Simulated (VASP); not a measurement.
Here is a VASP 6.6.1 calculation.

The input INCAR:

```
SYSTEM = BaBe5H10
PREC = Accurate ; ENCUT = 600
EDIFF = 1E-7 ; ISMEAR = 0
SIGMA = 0.1 ; LREAL = Auto
LASPH = .TRUE. ; NELM = 100
ALGO = Normal ; ISIF = 3
LWAVE = .FALSE. ; LCHARG = .FALSE.
GGA = PE ; IBRION = 2
NSW = 80 ; EDIFFG = -0.025
```

The input KPOINTS:

```
regular mesh
0
G
  4 4 2
  0 0 0
```

Contents of POSCAR:

```
BaBe5H10
1.0
    4.4901737961     -0.0048737954      0.0795112122
   -0.0053985468      4.9991701409      0.0352457480
   -1.3962434366      0.0489449290      6.7052890682
Ba Be H
1 5 10
Direct
    0.8652662268      0.5187446860      0.5916904616
    0.5401715040     -0.0435156506      0.2863178315
    0.5733376116      0.7751580516     -0.0086145521
    0.5213787072      0.2353296875      0.0335632581
    0.4169364117      0.0473231707      0.7100189351
    0.0600251051      0.0196323558      0.0264371716
    0.6299734487      0.6572434243      0.2507476240
    0.6163499404      0.2779515993      0.2264689371
    0.5760981379      0.0116095213      0.4970333699
    0.0627755873     -0.0080783392      0.2579603420
    0.4451869711      0.5236504829      0.9808876205
    0.4314449601      0.7127018771      0.7365260207
    0.8946211265      0.7507202319      1.0350403677
    0.4449191418      0.2467589877      0.7583551129
    0.9294732394      0.2595038180      1.0262548399
   -0.0079481195      0.0152660956      0.5913116595
```

Potentials or basis: VASP PAW PBE potentials, release 64 (Ba_sv, Be, H).

Run with:

```sh
$ cat potpaw_PBE.64/Ba_sv/POTCAR potpaw_PBE.64/Be/POTCAR potpaw_PBE.64/H/POTCAR > POTCAR
$ mpirun -np 1 vasp_std > vasp.out
```

Task: Predict the relaxed cell.

Result: a = 4.486 Å, b = 4.971 Å, c = 6.817 Å, α = 89.27°, β = 102.65°, γ = 89.60°.

Task: Estimate the space group after relaxing (to 0.05 Å).

Result: P1 (No. 1).

Task: Predict the band gap on the k mesh.

Result: 0.80 eV, indirect (least direct gap 1.83 eV).

Task: Predict the relaxed volume.

Result: 9.27 Å³/atom.

Final structure:
```
CELL_PARAMETERS angstrom
4.48619 0.01560 0.00847
0.01716 4.97040 0.03622
-1.50617 0.04349 6.64865
ATOMIC_POSITIONS crystal
Ba 0.91096 0.50558 0.62803
Be 0.47432 0.99466 0.28418
Be 0.54589 0.76573 0.00592
Be 0.54390 0.23589 0.01281
Be 0.37955 0.00421 0.67607
Be 0.06667 0.00051 0.04254
H 0.62267 0.74619 0.24953
H 0.61922 0.24552 0.24994
H 0.55092 0.99175 0.50954
H 0.14431 0.99335 0.25707
H 0.38334 0.50070 0.99269
H 0.47251 0.74092 0.75712
H 0.88143 0.75920 0.99117
H 0.46629 0.26969 0.74446
H 0.87454 0.24184 0.99040
H 0.06350 0.00425 0.60855
```

Caveat: the k points lie up to 0.47 Å⁻¹ apart in the final cell; spin-orbit coupling is left out, which moves the levels of the heavy elements. A k mesh can miss the band edges.
